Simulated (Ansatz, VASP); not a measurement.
## SnO2: VASP beside Ansatz

INCAR

```
ALGO     = Normal         # electronic algorithm
EDIFF    = 1E-7           # SCF threshold, eV
ENCUT    = 520            # plane-wave cutoff, eV
ISIF     = 2              # what is computed and relaxed
ISMEAR   = 0              # smearing method
LASPH    = True           # aspherical terms in the spheres
LCHARG   = False          # write CHGCAR
LREAL    = False          # projectors in reciprocal space
LWAVE    = False          # write WAVECAR
NBANDS   = 64             # bands
NELM     = 100            # most SCF steps
PREC     = Accurate       # precision mode
SIGMA    = 0.05           # smearing width, eV
```

KPOINTS

```
k-points
0
Gamma
  6 6 6
```

File POSCAR:

```
SnO2
1.0
    3.3015000000      1.9061219137      3.8825333333
   -3.3015000000      1.9061219137      3.8825333333
    0.0000000000     -3.8122438274      3.8825333333
Sn O
4 8
Direct
    0.8645353782      0.8645353782      0.8645353782
    0.3648691645      0.3648691645      0.8648751974
    0.3648691645      0.8648751974      0.3648691645
    0.8648751974      0.3648691645      0.3648691645
    0.1199116729      0.6196051221      0.6196051221
    0.6196051221      0.1199116729      0.6196051221
    0.6196051221      0.6196051221      0.1199116729
    0.6099370359      0.6099370359      0.6099370359
    0.1198492242      0.1198492242      0.1198492242
    0.1096932183      0.1096932183      0.6100024814
    0.1096932183      0.6100024814      0.1096932183
    0.6100024814      0.1096932183      0.1096932183
```

Input for Ansatz:

```yaml
crystal:
  lattice:
    - [3.3015, 1.9061219137, 3.8825333333]
    - [-3.3015, 1.9061219137, 3.8825333333]
    - [0.0, -3.8122438274, 3.8825333333]
  atoms:
    - { symbol: Sn, position: [0.8645353782, 0.8645353782, 0.8645353782] }
    - { symbol: Sn, position: [0.3648691645, 0.3648691645, 0.8648751974] }
    - { symbol: Sn, position: [0.3648691645, 0.8648751974, 0.3648691645] }
    - { symbol: Sn, position: [0.8648751974, 0.3648691645, 0.3648691645] }
    - { symbol: O, position: [0.1199116729, 0.6196051221, 0.6196051221] }
    - { symbol: O, position: [0.6196051221, 0.1199116729, 0.6196051221] }
    - { symbol: O, position: [0.6196051221, 0.6196051221, 0.1199116729] }
    - { symbol: O, position: [0.6099370359, 0.6099370359, 0.6099370359] }
    - { symbol: O, position: [0.1198492242, 0.1198492242, 0.1198492242] }
    - { symbol: O, position: [0.1096932183, 0.1096932183, 0.6100024814] }
    - { symbol: O, position: [0.1096932183, 0.6100024814, 0.1096932183] }
    - { symbol: O, position: [0.6100024814, 0.1096932183, 0.1096932183] }
basis:
  ecutwfc: 520.0
kpoints:
  mp_grid: { grid: [6, 6, 6] }
hamiltonian:
  xc: lda
  pseudopotentials: { kind: paw, azcp: { folder: soft_1 } }
scf:
  occupations: { method: gaussian, width: 0.05 }
output:
  forces: true
  stress: true
  eigenvalues: true
```

Alike in both runs: task single point; functional LDA; k mesh 6 × 6 × 6; occupations gaussian, width 0.05 eV; no spin polarisation.

|  | VASP | Ansatz |
| --- | --- | --- |
| version | VASP 6.6.1 | Ansatz 0.2.0 |
| potentials or method | VASP PAW LDA potentials, release 64 (Sn_d, O), cutoff 520 eV | scalar-relativistic, plane waves, PAW |
| valence electrons in the cell | 104 | 104 |

|  | VASP | Ansatz | Ansatz less VASP |
| --- | --- | --- | --- |
| gap on the k mesh at the Fermi level (eV) | 0.96 | 0.95 | -0.008 |
| least direct gap on the mesh (eV) | 0.96 | 0.95 | -0.008 |
| pressure (GPa) | -5.5 | -6.7 | -1.13 |
| traceless stress, the component that is largest in VASP (GPa) | 4.20 | 5.00 | +0.792 |
| rms of the force components (eV/Å) | 0.035 | 0.002 | -0.0329 |

Ansatz warns that its potentials were made for another functional, while VASP's fit it. LDA's correlation is that of Perdew and Zunger in VASP and of Perdew and Wang (1992) in Ansatz. Atom by atom the forces differ by 0.035 eV/Å (rms over components).
